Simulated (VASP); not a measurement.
# TiN (Osbornite) (Fm-3m) in VASP: further runs

The runs below take TiN (Osbornite) through single point, with LDA.

Everything below comes from runs of VASP 6.6.1. Logs are shortened: lines on timing, memory, paths and dates and some standing lists are left out, and cuts for length are marked.

## (1) The cell of the first run

Symmetry: Fm-3m, No. 225, cubic system. The conventional cell has a = 4.238 Å, b = 4.238 Å, c = 4.238 Å, α = 90.00°, β = 90.00°, γ = 90.00°. Ti (site symmetry m-3m) has 6 N at 2.12 Å within 2.8 Å. Within 2.8 Å of N (site symmetry m-3m) lie 6 Ti at 2.12 Å.

## (2) Single point, LDA

Input file INCAR:

```
SYSTEM = TiN
PREC     = Accurate       ! precision mode
ENCUT    = 520            ! plane-wave cutoff, eV
EDIFF    = 1E-6           ! SCF threshold, eV
ISMEAR   = -1             ! smearing method
SIGMA    = 0.1            ! smearing width, eV
LREAL    = .False.        ! projectors in reciprocal space
LASPH    = .True.         ! aspherical terms in the spheres
NELM     = 80             ! most SCF steps
ALGO     = Normal         ! electronic algorithm
ISIF     = 2              ! what is computed and relaxed
LWAVE    = .False.        ! write WAVECAR
LCHARG   = .False.        ! write CHGCAR
NBANDS   = 16             ! bands
```

Input file KPOINTS:

```
Automatic mesh
0
Gamma
  7 7 7
  0 0 0
```

Input file POSCAR:

```
TiN
1.0
    0.0000000000      2.1190000000      2.1190000000
    2.1190000000      0.0000000000      2.1190000000
    2.1190000000      2.1190000000      0.0000000000
Ti N
1 1
Direct
    0.0000000000      0.0000000000      0.0000000000
    0.5000000000      0.5000000000      0.5000000000
```

Potentials or basis: VASP PAW LDA potentials, release 64 (Ti_sv, N).

Run with:

```
$ cat potpaw_LDA.64/Ti_sv/POTCAR potpaw_LDA.64/N/POTCAR > POTCAR
$ mpirun -np 1 vasp_std > vasp.out
```

OUTCAR:

```text
SYSTEM = TiN
   PREC = Accurate
   ENCUT = 520
   EDIFF = 1E-6
   ISMEAR = -1
   LREAL = .False.
   LASPH = .True.
   NELM = 80
   ISIF = 2

 ion  position               nearest neighbor table
   1  0.000  0.000  0.000-   2 2.12   2 2.12   2 2.12   2 2.12   2 2.12   2 2.12
   2  0.500  0.500  0.500-   1 2.12   1 2.12   1 2.12   1 2.12   1 2.12   1 2.12

  LATTYP: Found a face centered cubic cell.
 ALAT       =     4.2380000000

  Lattice vectors:

 A1 = (   0.0000000000,   2.1190000000,   2.1190000000)
 A2 = (   2.1190000000,   0.0000000000,   2.1190000000)
 A3 = (   2.1190000000,   2.1190000000,   0.0000000000)

Analysis of symmetry for initial positions (statically):
=====================================================================
 Subroutine PRICEL returns:
 Original cell was already a primitive cell.

 Routine SETGRP: Setting up the symmetry group for a
 face centered cubic supercell.

 Subroutine GETGRP returns: Found 48 space group operations
 (whereof 48 operations were pure point group operations)
 out of a pool of 48 trial point group operations.

The static configuration has the point symmetry O_h .

Analysis of symmetry for dynamics (positions and initial velocities):
=====================================================================
 Subroutine PRICEL returns:
 Original cell was already a primitive cell.

 Routine SETGRP: Setting up the symmetry group for a
 face centered cubic supercell.

 Subroutine GETGRP returns: Found 48 space group operations
 (whereof 48 operations were pure point group operations)
 out of a pool of 48 trial point group operations.

The dynamic configuration has the point symmetry O_h .

 Subroutine INISYM returns: Found 48 space group operations
 (whereof 48 operations are pure point group operations),
 and found     1 'primitive' translations

----------------------------------------------------------------------------------------

                                     Primitive cell

  volume of cell :      19.0293

  direct lattice vectors                    reciprocal lattice vectors
     0.000000000  2.119000000  2.119000000    -0.235960359  0.235960359  0.235960359
     2.119000000  0.000000000  2.119000000     0.235960359 -0.235960359  0.235960359
     2.119000000  2.119000000  0.000000000     0.235960359  0.235960359 -0.235960359

  length of vectors
     2.996718539  2.996718539  2.996718539     0.408695330  0.408695330  0.408695330

  position of ions in fractional coordinates (direct lattice)
     0.000000000  0.000000000  0.000000000
     0.500000000  0.500000000  0.500000000

  ion indices of the primitive-cell ions
   primitive index   ion index
                 1           1
                 2           2

----------------------------------------------------------------------------------------

 KPOINTS: Automatic mesh

Automatic generation of k-mesh.
 Grid dimensions read from file:
 generate k-points for:    7    7    7

 Generating k-lattice:

  Cartesian coordinates                     Fractional coordinates (reciprocal lattice)
    -0.033708623  0.033708623  0.033708623     0.142857143  0.000000000  0.000000000
     0.033708623 -0.033708623  0.033708623     0.000000000  0.142857143  0.000000000
     0.033708623  0.033708623 -0.033708623     0.000000000  0.000000000  0.142857143

  Length of vectors
     0.058385047  0.058385047  0.058385047

  Shift w.r.t. Gamma in fractional coordinates (k-lattice)
     0.000000000  0.000000000  0.000000000

 Subroutine IBZKPT returns following result:
 ===========================================

 Found     20 irreducible k-points:

 Following reciprocal coordinates:
            Coordinates               Weight
  0.000000  0.000000  0.000000      1.000000
  0.142857  0.000000  0.000000      8.000000
  0.285714  0.000000  0.000000      8.000000
  0.428571  0.000000  0.000000      8.000000
  0.142857  0.142857  0.000000      6.000000
  0.285714  0.142857  0.000000     24.000000
[... 12 lines left out ...]
 -0.428571  0.428571  0.142857     24.000000
 -0.285714  0.428571  0.142857     24.000000
   k-points           NKPTS =     20   k-points in BZ     NKDIM =     20   number of bands    NBANDS=     16
   number of dos      NEDOS =    301   number of ions     NIONS =      2
   total plane-waves  NPLWV =  13824
   dimension x,y,z NGX =    24 NGY =   24 NGZ =   24
   dimension x,y,z NGXF=    48 NGYF=   48 NGZF=   48
   ions per type =               1   1
   NGX,Y,Z   is equivalent  to a cutoff of  13.31, 13.31, 13.31 a.u.
   NGXF,Y,Z  is equivalent  to a cutoff of  26.63, 26.63, 26.63 a.u.
 SYSTEM =  TiN
   PREC   = accura    normal or accurate (medium, high low for compatibility)
   ISTART =      0    job   : 0-new  1-cont  2-samecut
   ICHARG =      2    charge: 1-file 2-atom 10-const
   ISPIN  =      1    spin polarized calculation?
   LNONCOLLINEAR =      F non collinear calculations
   LSORBIT =      F    spin-orbit coupling
   LASPH  =      T    aspherical Exc in radial PAW
   ENCUT  =  520.0 eV  38.22 Ry    6.18 a.u.   5.57  5.57  5.57*2*pi/ulx,y,z
   NELM   =     80;   NELMIN=  2; NELMDL= -5     # of ELM steps
   EDIFF  = 0.1E-05   stopping-criterion for ELM
   LREAL  =      F    real-space projection
   EDIFFG = 0.1E-04   stopping-criterion for IOM
   NSW    =      0    number of steps for IOM
   IBRION =     -1    ionic relax: 0-MD 1-quasi-New 2-CG
   NFREE  =      0    steps in history (QN), initial steepest desc. (CG)
   ISIF   =      2    stress and relaxation
   ISYM   =      2    0-nonsym 1-usesym 2-fastsym
   POTIM  = 0.5000    time-step for ionic-motion
   TEBEG  =    0.0;   TEEND  =   0.0 temperature during run
   PSTRESS=    0.0 pullay stress
   NELECT =      17.0000    total number of electrons
   NUPDOWN=      -1.0000    fix difference up-down
   EMIN   =  10.00;   EMAX   =-10.00  energy-range for DOS
   EFERMI =   0.00;   METHOD = LEGACY
   ISMEAR =    -1;   SIGMA  =   0.10  broadening in eV -4-tet -1-fermi 0-gaus
   EFERMI_NEDOS =   21; number of points for ismear=-14 and -15
   IALGO  =     38    algorithm
   IMIX   =      4    mixing-type and parameters
     AMIX     =   0.40;   BMIX     =  1.00
     AMIX_MAG =   1.60;   BMIX_MAG =  1.00
  volume/ion in A,a.u.               =       9.51        64.21
  Fermi-wavevector in a.u.,A,eV,Ry     =   1.576704  2.979539 33.824024  2.485996
  Thomas-Fermi vector in A             =   2.677497
   LORBIT       =      0    0 simple, 1 ext, 2 COOP (PROOUT), +10 PAW based schemes
   GGA     = CA    functional components
   LHFCALC =     F    Hartree Fock is set to
   AEXX    =    0.0000 exact exchange contribution
   IVDW    =     0    specifies the selected vdW correction
   LEPSILON=     F    determine dielectric tensor
   LRPA    =     F    only Hartree local field effects (RPA)
 non-spin polarized calculation
  energy-cutoff  :      520.00
  volume of cell :       19.03
 maximum number of plane-waves:       531
 NGX is ok and might be reduce to    24
   NGX = 11   NGY = 11   NGZ = 11

 number of electron      17.0000002 magnetization

 Free energy of the ion-electron system (eV)
  ---------------------------------------------------
  ext. energy  EPLUGINS =         0.00000000
  ---------------------------------------------------
  free energy    TOTEN  =       -21.65303969 eV

  energy without entropy =      -21.62554303  energy(sigma->0) =      -21.63929136

 E-fermi :  11.2284     XC(G=0): -13.3859

 val. band max:       11.1800748425   @ k =  -0.4286   0.2857   0.0000
 cond. band min:      11.2880277957   @ k =   0.1429   0.0000   0.0000
 fundamental gap:      0.1079529533
 Fermi energy:        11.2284235508

 k-point     1 :       0.0000    0.0000    0.0000
  band No.  band energies     occupation
      1     -45.9147      2.00000
      2     -22.2707      2.00000
      3     -22.2707      2.00000
      4     -22.2707      2.00000
      5      -5.6400      2.00000
      6       9.2049      2.00000
[... 8 lines left out ...]
     15      24.4000      0.00000
     16      31.0343      0.00000

 k-point     2 :       0.1429    0.0000    0.0000
  band No.  band energies     occupation
      1     -45.8951      2.00000
      2     -22.4035      2.00000
      3     -22.2818      2.00000
      4     -22.2818      2.00000
      5      -5.2455      2.00000
      6       7.5299      2.00000
[... 8 lines left out ...]
     15      24.5387      0.00000
     16      30.3692      0.00000

 k-point     3 :       0.2857    0.0000    0.0000
  band No.  band energies     occupation
      1     -45.8510      2.00000
      2     -22.6918      2.00000
      3     -22.3065      2.00000
      4     -22.3065      2.00000
      5      -4.2578      2.00000
      6       5.1220      2.00000
[... 8 lines left out ...]
     15      24.0862      0.00000
     16      28.1079      0.00000

 k-point     4 :       0.4286    0.0000    0.0000
  band No.  band energies     occupation
      1     -45.8153      2.00000
      2     -22.9141      2.00000
      3     -22.3261      2.00000
      4     -22.3261      2.00000
      5      -3.2741      2.00000
      6       3.4006      2.00000
[... 8 lines left out ...]
     15      24.7320      0.00000
     16      26.0341      0.00000

 k-point     5 :       0.1429    0.1429    0.0000
  band No.  band energies     occupation
      1     -45.8887      2.00000
      2     -22.3935      2.00000
      3     -22.3113      2.00000
      4     -22.3113      2.00000
      5      -5.1523      2.00000
      6       6.6930      2.00000
[... 8 lines left out ...]
     15      24.8168      0.00000
     16      29.7126      0.00000

 k-point     6 :       0.2857    0.1429    0.0000
  band No.  band energies     occupation
      1     -45.8528      2.00000
      2     -22.6033      2.00000
      3     -22.3476      2.00000
      4     -22.3365      2.00000
      5      -4.4736      2.00000
      6       5.3100      2.00000
[... 8 lines left out ...]
     15      24.4934      0.00000
     16      27.9700      0.00000

 k-point     7 :       0.4286    0.1429    0.0000
  band No.  band energies     occupation
      1     -45.8143      2.00000
      2     -22.8265      2.00000
      3     -22.3798      2.00000
      4     -22.3634      2.00000
      5      -3.6185      2.00000
      6       4.0892      2.00000
[... 8 lines left out ...]
     15      24.2697      0.00000
     16      25.9082      0.00000

 k-point     8 :      -0.4286    0.1429    0.0000
  band No.  band energies     occupation
      1     -45.8024      2.00000
      2     -22.8918      2.00000
      3     -22.4179      2.00000
      4     -22.3469      2.00000
      5      -3.2695      2.00000
      6       3.5915      2.00000
[... 8 lines left out ...]
     15      24.3822      0.00000
     16      25.2756      0.00000

 k-point     9 :      -0.2857    0.1429    0.0000
  band No.  band energies     occupation
      1     -45.8261      2.00000
      2     -22.7606      2.00000
      3     -22.4154      2.00000
      4     -22.3105      2.00000
      5      -3.8118      2.00000
      6       4.4093      2.00000
[... 8 lines left out ...]
     15      23.8284      0.00000
     16      26.0819      0.00000
[... 96 lines left out ...]
 k-point    15 :       0.4286    0.4286    0.0000
  band No.  band energies     occupation
      1     -45.7833      2.00000
      2     -22.8091      2.00000
      3     -22.4755      2.00000
      4     -22.4755      2.00000
      5      -4.1956      2.00000
      6       5.2438      2.00000
[... 8 lines left out ...]
     15      23.3911      0.00000
     16      25.7051      0.00000

 k-point    16 :      -0.4286    0.4286    0.0000
  band No.  band energies     occupation
      1     -45.7767      2.00000
      2     -22.7986      2.00000
      3     -22.5456      2.00000
      4     -22.4666      2.00000
      5      -4.0469      2.00000
      6       5.4589      2.00000
[... 8 lines left out ...]
     15      22.8602      0.00000
     16      24.9060      0.00000

 k-point    17 :       0.4286    0.2857    0.1429
  band No.  band energies     occupation
      1     -45.8198      2.00000
      2     -22.7112      2.00000
      3     -22.4587      2.00000
      4     -22.3563      2.00000
      5      -3.9717      2.00000
      6       4.6600      2.00000
[... 8 lines left out ...]
     15      24.0386      0.00000
     16      25.5567      0.00000

 k-point    18 :      -0.4286    0.2857    0.1429
  band No.  band energies     occupation
      1     -45.7932      2.00000
      2     -22.7942      2.00000
      3     -22.5263      2.00000
      4     -22.3953      2.00000
      5      -3.5562      2.00000
      6       4.3860      2.00000
[... 8 lines left out ...]
     15      23.7704      0.00000
     16      24.7851      0.00000

 k-point    19 :      -0.4286    0.4286    0.1429
  band No.  band energies     occupation
      1     -45.7818      2.00000
      2     -22.7672      2.00000
      3     -22.5402      2.00000
      4     -22.4757      2.00000
      5      -3.8986      2.00000
      6       5.2196      2.00000
[... 8 lines left out ...]
     15      23.6321      0.00000
     16      24.3580      0.00000

 k-point    20 :      -0.2857    0.4286    0.1429
  band No.  band energies     occupation
      1     -45.7787      2.00000
      2     -22.6843      2.00000
      3     -22.6653      2.00000
      4     -22.4619      2.00000
      5      -3.6946      2.00000
      6       5.2924      2.00000
[... 8 lines left out ...]
     15      23.0184      0.00000
     16      24.2149      0.00000

------------------------ aborting loop because EDIFF is reached ----------------------------------------

  FORCE on cell =-STRESS in cart. coord.  units (eV):
  Direction    XX          YY          ZZ          XY          YZ          ZX
  --------------------------------------------------------------------------------------
  -------------------------------------------------------------------------------------
  Total       -1.5006492     -1.5006492     -1.5006492      0.0000000      0.0000000      0.0000000
  in kB     -126.3475725   -126.3475725   -126.3475725      0.0000000      0.0000000      0.0000000
  external PRESSURE =    -126.3475725 kB  Pullay stress =       0.0000000 kB

 VOLUME and BASIS-vectors are now :
 -----------------------------------------------------------------------------
  energy-cutoff  :      520.00
  volume of cell :       19.03
      direct lattice vectors                 reciprocal lattice vectors
     0.000000000  2.119000000  2.119000000    -0.235960359  0.235960359  0.235960359
     2.119000000  0.000000000  2.119000000     0.235960359 -0.235960359  0.235960359
     2.119000000  2.119000000  0.000000000     0.235960359  0.235960359 -0.235960359

 POSITION                                       TOTAL-FORCE (eV/Angst)
 -----------------------------------------------------------------------------------
      0.00000      0.00000      0.00000         0.000000      0.000000      0.000000
      2.11900      2.11900      2.11900        -0.000000     -0.000000     -0.000000
 -----------------------------------------------------------------------------------
    total drift:                                0.000000     -0.000000     -0.000000

  FREE ENERGIE OF THE ION-ELECTRON SYSTEM (eV)
  ---------------------------------------------------
  free  energy   TOTEN  =       -21.6530396898 eV

  energy  without entropy=      -21.6255430271  energy(sigma->0) =      -21.63929136
```

Wall time 16 s (1 thread of AMD EPYC 7R13, shared host); peak memory 0.1 GiB.

What came out:

```
Free energy : -21.6530 eV
Pressure    : -12.6 GPa
```

Levels at points of the mesh, in eV from the Fermi level:
| k point | band 5 | band 6 | band 7 | band 8 | band 9 | band 10 | band 11 | band 12 | band 13 | band 14 |
| --- | --- | --- | --- | --- | --- | --- | --- | --- | --- | --- |
| (0.00, 0.00, 0.00) | -16.87 | -2.02 | -2.02 | -2.02 | -0.66 | -0.66 | -0.66 | 0.55 | 0.55 | 5.57 |

Caveat: the k points lie up to 0.37 Å⁻¹ apart.

## (3) Single point, LDA

Input file INCAR:

```
SYSTEM = TiN
  PREC = Accurate
  ENCUT = 520
  EDIFF = 1E-6
  ISMEAR = -1
  SIGMA = 0.1
  LREAL = .FALSE.
  LASPH = .TRUE.
  NELM = 80
  ALGO = Normal
  ISIF = 2
  LWAVE = .FALSE.
  LCHARG = .FALSE.
  GGA = CA
  NBANDS = 16
```

Input file KPOINTS:

```
regular mesh
0
G
  7 7 7
  0 0 0
```

POSCAR is that of step 2.

Potentials or basis: VASP PAW LDA potentials, release 64 (Ti_sv, N).

Run with:

```
$ cat potpaw_LDA.64/Ti_sv/POTCAR potpaw_LDA.64/N/POTCAR > POTCAR
$ mpirun -np 1 vasp_std > vasp.out
```

Wall time 15 s (1 thread of AMD EPYC 7R13, shared host); peak memory 0.1 GiB.

It converged, with:

```
Free energy : -21.6530 eV
Pressure    : -12.6 GPa
```

Levels at points of the mesh, in eV from the Fermi level:
```tsv
k point	band 5	band 6	band 7	band 8	band 9	band 10	band 11	band 12	band 13	band 14
(0.00, 0.00, 0.00)	-16.87	-2.02	-2.02	-2.02	-0.66	-0.66	-0.66	0.55	0.55	5.57
```

Caveat: the k points lie up to 0.37 Å⁻¹ apart.
